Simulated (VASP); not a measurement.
Wanted: the native input for a VASP 6.6.1 run.

```yaml
Task: single point
Functional: PBE
Potentials_or_basis: VASP PAW PBE potentials, release 64 (Yb, H)
Cutoff: 520 eV
k_mesh: 7 × 7 × 7
Occupations: fermi-dirac, width 0.1 eV
Spin: no spin polarisation
Dipole_correction: no
Further_INCAR_settings: ALGO = Normal; EDIFF = 1e-07; NBANDS = 22
```

The structure of YbH3 lies in POSCAR:

```
YbH3
1.0
    0.0000000000      2.6049710000      2.6049710000
    2.6049710000      0.0000000000      2.6049710000
    2.6049710000      2.6049710000      0.0000000000
Yb H
1 3
Direct
    0.0000000000      0.0000000000      0.0000000000
    0.7500000000      0.7500000000      0.7500000000
    0.2500000000      0.2500000000      0.2500000000
    0.5000000000      0.5000000000      0.5000000000
```

One way to write it, as run:

INCAR

```
  PREC = Accurate
  ENCUT = 520
  EDIFF = 1E-7
  ISMEAR = -1
  SIGMA = 0.1
  LREAL = False
  LASPH = True
  NELM = 60
  ALGO = Normal
  ISIF = 2
  LWAVE = False
  LCHARG = True
  GGA = PE
  LELF = True
  LVHAR = True
  NBANDS = 22
```

KPOINTS

```
Automatic mesh
0
Gamma
  7 7 7
```

Potentials or basis: VASP PAW PBE potentials, release 64 (Yb, H).

The run is started by

```bash
$ cat potpaw_PBE.64/Yb/POTCAR potpaw_PBE.64/H/POTCAR > POTCAR
$ mpirun -np 1 vasp_std > vasp.out
```

Results of the run:

```json
{"Pressure": "-5.4 GPa", "Band gap on the k mesh": "zero (an odd number of electrons rules out a gap without spin polarisation)"}
```

Caveat: the cell stands under tension; spin-orbit coupling is left out, which moves the levels of the heavy elements.

Wall time 49 s on 1 thread of Intel(R) Xeon(R) Platinum 8259CL CPU @ 2.50GHz (Skylake/Cascade Lake), on a shared host, peak memory 0.17 GiB.
